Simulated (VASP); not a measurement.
# PCS4 (P6/mmm) in VASP: a series of runs, part 2 of 3

VASP 6.6.1. Earlier steps stand in the parts before.

## (5) Relaxation of cell and atoms, PBE+D3(BJ)

This run uses another cell than the first one, of 23.03 Å³/atom.

The input, INCAR:

```
SYSTEM = PCS4
PREC = Accurate ; ENCUT = 600
EDIFF = 1E-6 ; ISMEAR = 0
SIGMA = 0.1 ; LREAL = .False.
LASPH = .True. ; NELM = 80
ALGO = Normal ; ISIF = 3
LWAVE = .False. ; LCHARG = .False.
GGA = PE ; IVDW = 12
IBRION = 2 ; NSW = 90
EDIFFG = -0.04
```

The input, KPOINTS:

```
regular mesh
0
Gamma
  6 6 4
  0 0 0
```

The input, POSCAR:

```
PCS4
1.0
    4.7688293800      0.0000000000      0.0000000000
   -2.3844146900      4.1299273900      0.0000000000
    0.0000000000      0.0000000000      7.0150654500
P C S
1 1 4
Direct
    0.0000000000      0.0000000000      0.5000000000
    0.0000000000      0.0000000000      0.0000000000
    0.0000000000      0.0000000000      0.1983785800
    0.0000000000      0.0000000000      0.8016214200
    0.3333333300      0.6666666700      0.0000000000
    0.6666666700      0.3333333300      0.0000000000
```

Potentials or basis: VASP PAW PBE potentials, release 64 (P, C, S).

On the command line:

```console
> cat potpaw_PBE.64/P/POTCAR potpaw_PBE.64/C/POTCAR potpaw_PBE.64/S/POTCAR > POTCAR
> mpirun -np 1 vasp_std > vasp.out
```

OUTCAR:

```text
SYSTEM = PCS4
   PREC = Accurate
   ENCUT = 600
   EDIFF = 1E-6
   ISMEAR = 0
   LREAL = .False.
   LASPH = .True.
   NELM = 80
   ISIF = 3
   GGA = PE
   IVDW = 12
   IBRION = 2
   NSW = 90
   EDIFFG = -0.04
 IVDW          = 12

 ion  position               nearest neighbor table
   1  0.000  0.000  0.500-   3 2.12   4 2.12
   2  0.000  0.000  0.000-   4 1.39   3 1.39
   3  0.000  0.000  0.198-   2 1.39   1 2.12   4 2.78
   4  0.000  0.000  0.802-   2 1.39   1 2.12   3 2.78
   5  0.333  0.667  0.000-   6 2.75   6 2.75   6 2.75
   6  0.667  0.333  0.000-   5 2.75   5 2.75   5 2.75

  LATTYP: Found a hexagonal cell.
 ALAT       =     4.7688293800
 C/A-ratio  =     1.4710246249

  Lattice vectors:

 A1 = (   4.7688293800,   0.0000000000,   0.0000000000)
 A2 = (  -2.3844146900,   4.1299273900,   0.0000000000)
 A3 = (   0.0000000000,   0.0000000000,   7.0150654500)

Analysis of symmetry for initial positions (statically):
=====================================================================
 Subroutine PRICEL returns:
 Original cell was already a primitive cell.

 Routine SETGRP: Setting up the symmetry group for a
 hexagonal supercell.

 Subroutine GETGRP returns: Found 24 space group operations
 (whereof 24 operations were pure point group operations)
 out of a pool of 24 trial point group operations.

The static configuration has the point symmetry D_6h.

Analysis of symmetry for dynamics (positions and initial velocities):
=====================================================================
 Subroutine PRICEL returns:
 Original cell was already a primitive cell.

 Routine SETGRP: Setting up the symmetry group for a
 hexagonal supercell.

 Subroutine GETGRP returns: Found 24 space group operations
 (whereof 24 operations were pure point group operations)
 out of a pool of 24 trial point group operations.

The dynamic configuration has the point symmetry D_6h.

 Subroutine INISYM returns: Found 24 space group operations
 (whereof 24 operations are pure point group operations),
 and found     1 'primitive' translations

----------------------------------------------------------------------------------------

                                     Primitive cell

  volume of cell :     138.1611

  direct lattice vectors                    reciprocal lattice vectors
     4.768829380  0.000000000  0.000000000     0.209695068  0.121067504  0.000000000
    -2.384414690  4.129927390  0.000000000     0.000000000  0.242135008  0.000000000
     0.000000000  0.000000000  7.015065450     0.000000000  0.000000000  0.142550345

  length of vectors
     4.768829380  4.768829381  7.015065450     0.242135008  0.242135008  0.142550345

  position of ions in fractional coordinates (direct lattice)
     0.000000000  0.000000000  0.500000000
     0.000000000  0.000000000  0.000000000
     0.000000000  0.000000000  0.198378580
     0.000000000  0.000000000  0.801621420
     0.333333330  0.666666670  0.000000000
     0.666666670  0.333333330  0.000000000

  ion indices of the primitive-cell ions
   primitive index   ion index
                 1           1
                 2           2
                 3           3
                 4           4
                 5           5
                 6           6

----------------------------------------------------------------------------------------

 KPOINTS: regular mesh

Automatic generation of k-mesh.
 Grid dimensions read from file:
 generate k-points for:    6    6    4

 Generating k-lattice:

  Cartesian coordinates                     Fractional coordinates (reciprocal lattice)
     0.034949178  0.020177917  0.000000000     0.166666667 -0.000000000  0.000000000
     0.000000000  0.040355835  0.000000000     0.000000000  0.166666667  0.000000000
     0.000000000  0.000000000  0.035637586     0.000000000  0.000000000  0.250000000

  Length of vectors
     0.040355835  0.040355835  0.035637586

  Shift w.r.t. Gamma in fractional coordinates (k-lattice)
     0.000000000  0.000000000  0.000000000

 Subroutine IBZKPT returns following result:
 ===========================================

 Found     21 irreducible k-points:

 Following reciprocal coordinates:
            Coordinates               Weight
  0.000000  0.000000  0.000000      1.000000
  0.166667  0.000000  0.000000      6.000000
  0.333333 -0.000000  0.000000      6.000000
  0.500000  0.000000  0.000000      3.000000
  0.166667  0.166667  0.000000      6.000000
  0.333333  0.166667  0.000000     12.000000
[... 13 lines left out ...]
  0.333333  0.166667  0.500000     12.000000
  0.333333  0.333333  0.500000      2.000000
   k-points           NKPTS =     21   k-points in BZ     NKDIM =     21   number of bands    NBANDS=     20
   number of dos      NEDOS =    301   number of ions     NIONS =      6
   total plane-waves  NPLWV =  89600
   dimension x,y,z NGX =    40 NGY =   40 NGZ =   56
   dimension x,y,z NGXF=    80 NGYF=   80 NGZF=  112
   ions per type =               1   1   4
   NGX,Y,Z   is equivalent  to a cutoff of  13.94, 13.94, 13.27 a.u.
   NGXF,Y,Z  is equivalent  to a cutoff of  27.89, 27.89, 26.54 a.u.
 SYSTEM =  PCS4
   PREC   = accura    normal or accurate (medium, high low for compatibility)
   ISTART =      0    job   : 0-new  1-cont  2-samecut
   ICHARG =      2    charge: 1-file 2-atom 10-const
   ISPIN  =      1    spin polarized calculation?
   LNONCOLLINEAR =      F non collinear calculations
   LSORBIT =      F    spin-orbit coupling
   LASPH  =      T    aspherical Exc in radial PAW
   ENCUT  =  600.0 eV  44.10 Ry    6.64 a.u.   9.52  9.52 14.01*2*pi/ulx,y,z
   NELM   =     80;   NELMIN=  2; NELMDL= -5     # of ELM steps
   EDIFF  = 0.1E-05   stopping-criterion for ELM
   LREAL  =      F    real-space projection
   EDIFFG = -.4E-01   stopping-criterion for IOM
   NSW    =     90    number of steps for IOM
   IBRION =      2    ionic relax: 0-MD 1-quasi-New 2-CG
   NFREE  =      1    steps in history (QN), initial steepest desc. (CG)
   ISIF   =      3    stress and relaxation
   ISYM   =      2    0-nonsym 1-usesym 2-fastsym
   POTIM  = 0.5000    time-step for ionic-motion
   TEBEG  =    0.0;   TEEND  =   0.0 temperature during run
   PSTRESS=    0.0 pullay stress
   NELECT =      33.0000    total number of electrons
   NUPDOWN=      -1.0000    fix difference up-down
   EMIN   =  10.00;   EMAX   =-10.00  energy-range for DOS
   EFERMI =   0.00;   METHOD = LEGACY
   ISMEAR =     0;   SIGMA  =   0.10  broadening in eV -4-tet -1-fermi 0-gaus
   EFERMI_NEDOS =   21; number of points for ismear=-14 and -15
   IALGO  =     38    algorithm
   IMIX   =      4    mixing-type and parameters
     AMIX     =   0.40;   BMIX     =  1.00
     AMIX_MAG =   1.60;   BMIX_MAG =  1.00
  volume/ion in A,a.u.               =      23.03       155.39
  Fermi-wavevector in a.u.,A,eV,Ry     =   1.015744  1.919477 14.037612  1.031735
  Thomas-Fermi vector in A             =   2.149047
   LORBIT       =      0    0 simple, 1 ext, 2 COOP (PROOUT), +10 PAW based schemes
   GGA     = PE    functional components
   LHFCALC =     F    Hartree Fock is set to
   AEXX    =    0.0000 exact exchange contribution
   IVDW    =    12    specifies the selected vdW correction
   LEPSILON=     F    determine dielectric tensor
   LRPA    =     F    only Hartree local field effects (RPA)
 conjugate gradient relaxation of ions
 non-spin polarized calculation
 Gauss-broadening in eV      SIGMA  =   0.10
  energy-cutoff  :      600.00
  volume of cell :      138.16
 maximum number of plane-waves:      4660
 NGX is ok and might be reduce to    40
   NGX = 19   NGY = 19   NGZ = 29

--------------------------------------- Ionic step        1  -------------------------------------------

 number of electron      33.0000002 magnetization

 Free energy of the ion-electron system (eV)
  ---------------------------------------------------
  ext. energy  EPLUGINS =         0.00000000
  ---------------------------------------------------
  free energy    TOTEN  =       -19.65553270 eV

  energy without entropy =      -19.62674998  energy(sigma->0) =      -19.64114134

------------------------ aborting loop because EDIFF is reached ----------------------------------------

 Edisp (eV)   -1.37117

 E8    (eV) :    -0.4828
[... 117 lines left out ...]
  FREE ENERGIE OF THE ION-ELECTRON SYSTEM (eV)
  ---------------------------------------------------
  free  energy   TOTEN  =       -22.5917828135 eV

  energy  without entropy=      -22.5635571687  energy(sigma->0) =      -22.57766999

[... ionic steps 4 to 39 ...]

--------------------------------------- Ionic step       40  -------------------------------------------

 number of electron      33.0000003 magnetization

------------------------ aborting loop because EDIFF is reached ----------------------------------------
[... 83 lines left out ...]
--------------------------------------- Ionic step       42  -------------------------------------------

 number of electron      33.0000003 magnetization

 Free energy of the ion-electron system (eV)
  ---------------------------------------------------
  ext. energy  EPLUGINS =         0.00000000
  ---------------------------------------------------
  free energy    TOTEN  =       -22.88712521 eV

  energy without entropy =      -22.87538057  energy(sigma->0) =      -22.88125289

 E-fermi :   3.7274     XC(G=0):  -9.0981

 val. band max:        3.6915392785   @ k =   0.1667   0.1667   0.5000
 cond. band min:       3.7660009205   @ k =   0.3333   0.1667   0.0000
 fundamental gap:      0.0744616420
 Fermi energy:         3.7273664807

 k-point     1 :       0.0000    0.0000    0.0000
  band No.  band energies     occupation
      1     -13.4149      2.00000
      2     -10.7638      2.00000
      3      -9.8145      2.00000
      4      -5.5230      2.00000
      5      -5.2376      2.00000
      6      -3.4999      2.00000
[... 509 lines left out ...]
  FREE ENERGIE OF THE ION-ELECTRON SYSTEM (eV)
  ---------------------------------------------------
  free  energy   TOTEN  =       -24.4157896141 eV

  energy  without entropy=      -24.4040449729  energy(sigma->0) =      -24.40991729

 reached required accuracy - stopping structural energy minimisation
```

It took 45 min on 1 thread of Intel Xeon 8259CL, shared host; peak memory 0.34 GiB.

What came out:

* Free energy: -24.4158 eV
* Relaxed volume: 20.19 Å³/atom
* Relaxed cell: a = 4.073 Å, b = 4.073 Å, c = 8.432 Å, α = 90.00°, β = 90.00°, γ = 120.00°
* Space group after relaxing (to 0.1 Å): P6/mmm (No. 191)
* Energy gained by relaxing: 564.8 meV/atom
* Ionic steps: 42
* Pressure after relaxing: 0.1 GPa
* Largest force after relaxing: 0.038 eV/Å
* Band gap on the k mesh: zero (an odd number of electrons rules out a gap without spin polarisation)
* Dispersion energy per atom: -0.255 eV

Forces on the atoms (eV/Å):
```
P    0.000  0.000  0.000
C    0.000  0.000  0.000
S    0.000  0.000  0.038
S    0.000  0.000 -0.038
S    0.000  0.000  0.000
S    0.000  0.000  0.000
```

The path:
```tsv
step	energy change (eV)	largest force (eV/Å)	pressure (GPa)	volume (Å³)
1	0.0000	13.5254	17.31	138.16
3	-1.5651	0.0578	-6.52	184.80
5	-2.2745	0.2393	-5.64	159.58
7	-2.5244	0.7179	-3.97	152.27
9	-2.8434	0.2136	-3.99	143.33
11	-3.0701	0.8605	-0.56	128.77
13	-3.0716	0.9263	0.75	124.76
15	-3.1113	0.5465	0.40	126.08
17	-3.1513	0.1364	-0.23	126.73
19	-3.2154	0.3481	-1.52	130.13
21	-3.2441	0.4359	-2.32	132.77
23	-3.3043	0.2043	-1.91	131.63
25	-3.3188	0.0018	-1.50	130.96
27	-3.3302	0.1565	-1.25	129.62
29	-3.3520	0.6247	0.15	124.49
31	-3.3591	0.5245	-0.03	124.54
33	-3.3554	0.0351	1.77	118.77
35	-3.3782	0.1776	0.35	122.06
37	-3.3842	0.0945	-0.39	122.70
39	-3.3868	0.0895	-0.22	122.12
41	-3.3887	0.0785	0.09	121.09
42	-3.3891	0.0379	0.12	121.13
```

Final structure:
```cif
data_structure
_symmetry_space_group_name_H-M 'P 1'
_symmetry_Int_Tables_number 1
_cell_length_a 4.0729
_cell_length_b 4.0729
_cell_length_c 8.4320
_cell_angle_alpha 90.000
_cell_angle_beta 90.000
_cell_angle_gamma 120.000
_cell_volume 121.13
loop_
_atom_site_label
_atom_site_type_symbol
_atom_site_fract_x
_atom_site_fract_y
_atom_site_fract_z
_atom_site_occupancy
P1 P 0.00000 0.00000 0.50000 1
C1 C 0.00000 0.00000 0.00000 1
S1 S 0.00000 0.00000 0.26509 1
S2 S 0.00000 0.00000 0.73491 1
S3 S 0.33333 0.66667 0.00000 1
S4 S 0.66667 0.33333 0.00000 1
```

Caveat: a cell axis changed by over 15 % at a fixed basis, so the end point is rough.

(Continued in part 3 of 3.)
